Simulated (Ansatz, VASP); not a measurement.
**Two plane-wave programs on NbAl2B3**

```
Al Nb B
1.0
     2.45261   -4.50144    0.00000
     2.45261    4.50144    0.00000
     0.00000    0.00000    2.95373
Al Nb B
2 1 3
Direct
  0.00000 0.50000 0.50000
  0.50000 0.00000 0.50000
  0.50000 0.50000 0.00000
  0.09932 0.90068 0.00000
  0.90068 0.09932 0.00000
  0.00000 0.00000 0.50000
```

Change from the starting cell: species swapped into the CeGa2Cu3 type (Cmmm, No. 65).

Alike in both runs: functional PBE; k mesh 4 × 4 × 6; occupations gaussian, width 0.1 eV; no spin polarisation.

Ansatz relaxed the structure, and its values are those at the end. VASP's run is a single point on that final structure, the one shown.

```csv
,VASP,Ansatz
version,VASP 6.6.1,Ansatz 0.2.0
potentials or method,"VASP PAW PBE potentials, release 64 (Al, Nb_sv, B), cutoff 520 eV","scalar-relativistic, plane waves, PAW"
valence electrons in the cell,28,28
```

```csv
,VASP,Ansatz,Ansatz less VASP
gap on the k mesh at the Fermi level (eV),none,none,-
pressure (GPa),-0.2,0.0,+0.12
```

A gap of «none» marks a metal or a gap that the smearing closes.

The k mesh is coarse, so the values compare programs but aren't converged.
